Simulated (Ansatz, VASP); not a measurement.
**CoSi3: VASP beside Ansatz**

Contents of INCAR:

```
SYSTEM = CoSi3
ALGO = Normal ; EDIFF = 1E-6
ENCUT = 520 ; GGA = PE
ISIF = 2 ; ISMEAR = 0
ISPIN = 2 ; LASPH = .True.
LCHARG = .False. ; LMAXMIX = 4
LORBIT = 11 ; LREAL = .False.
LWAVE = .False. ; MAGMOM = 0 0 0 3.5
NBANDS = 22 ; NELM = 150
PREC = Accurate ; SIGMA = 0.1
```

The input KPOINTS:

```
k-points
0
Gamma
  12 12 12
  0 0 0
```

File POSCAR:

```
CoSi3
1.0
    0.0000000000      2.9483370208      2.9483370208
    2.9483370208      0.0000000000      2.9483370208
    2.9483370208      2.9483370208      0.0000000000
Si Co
3 1
Direct
    0.2500000000      0.2500000000      0.2500000000
    0.7500000000      0.7500000000      0.7500000000
    0.5000000000      0.5000000000      0.5000000000
    0.0000000000      0.0000000000      0.0000000000
```

Input for Ansatz:

```yaml
crystal:
  lattice:
    - [0.0, 2.9483366004, 2.9483366004]
    - [2.9483366004, 0.0, 2.9483366004]
    - [2.9483366004, 2.9483366004, 0.0]
  atoms:
    - { symbol: Si, position: [0.25, 0.25, 0.25] }
    - { symbol: Si, position: [0.75, 0.75, 0.75] }
    - { symbol: Si, position: [0.5, 0.5, 0.5] }
    - { symbol: Co, position: [0.0, 0.0, 0.0], spin: 3.5 }
basis:
  ecutwfc: 420
kpoints:
  mp_grid: { grid: [12, 12, 12] }
hamiltonian:
  xc: pbe
scf:
  occupations: { method: gaussian, width: 0.1 }
  lower_state_search: "off"
output:
  forces: true
  stress: true
  eigenvalues: true
  populations: true
magnetization:
  spin_polarized: true
```

Alike in both runs: task single point; functional PBE; k mesh 12 × 12 × 12; occupations gaussian, width 0.1 eV; collinear spin.

|  | VASP | Ansatz |
| --- | --- | --- |
| version | VASP 6.6.1 | Ansatz 0.2.0 |
| potentials or method | VASP PAW PBE potentials, release 64 (Si, Co), cutoff 520 eV | scalar-relativistic, plane waves, PAW |
| valence electrons in the cell | 21 | 29 |

```csv
,VASP,Ansatz,Ansatz less VASP
gap on the k mesh at the Fermi level (eV),none,none,-
pressure (GPa),-0.1,0.0,+0.15
net moment per atom (μB),0.05,0.05,+0.005
size of the moment on the site where the two differ most (μB),0.20,0.22,+0.026
```

Site moments also hang on the region over which each program counts them. A gap of «none» marks a metal or a gap that the smearing closes. VASP's potentials hold 21 valence electrons a cell and Ansatz's 29, so a difference there can come from the potentials and not from the codes. Ansatz's warnings: seeded moment not kept.
